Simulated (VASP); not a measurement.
A run of VASP 6.6.1 is set up as follows.

INCAR

```
PREC     = Accurate       # precision mode
ENCUT    = 520            # plane-wave cutoff, eV
EDIFF    = 1E-6           # SCF threshold, eV
ISMEAR   = -1             # smearing method
SIGMA    = 0.1            # smearing width, eV
LREAL    = F              # projectors in reciprocal space
LASPH    = T              # aspherical terms in the spheres
NELM     = 100            # most SCF steps
ALGO     = Normal         # electronic algorithm
ISIF     = 2              # what is computed and relaxed
LWAVE    = F              # write WAVECAR
LCHARG   = T              # write CHGCAR
GGA      = RE             # functional
LELF     = T              # ELF
LVHAR    = T            
NBANDS   = 12             # bands
```

KPOINTS

```
Automatic mesh
0
Gamma
  12 12 12
```

POSCAR

```
In
1.0
    0.0000000000      2.4215186002      2.4215186002
    2.4215186002      0.0000000000      2.4215186002
    2.4215186002      2.4215186002      0.0000000000
In
1
Direct
    0.0000000000      0.0000000000      0.0000000000
```

Potentials or basis: VASP PAW PBE potentials, release 64 (In_d).

The run is started by

```bash
$ cat potpaw_PBE.64/In_d/POTCAR > POTCAR
$ mpirun -np 1 vasp_std > vasp.out
```

Question: What does it give for the pressure?

Answer: -0.1 GPa.

Question: Predict the band gap on the k mesh.

Answer: Zero (an odd number of electrons rules out a gap without spin polarisation).

Caveat: the PAW data sets were made with another functional, which shifts forces and pressure a little; spin-orbit coupling is left out, which moves the levels of the heavy elements.
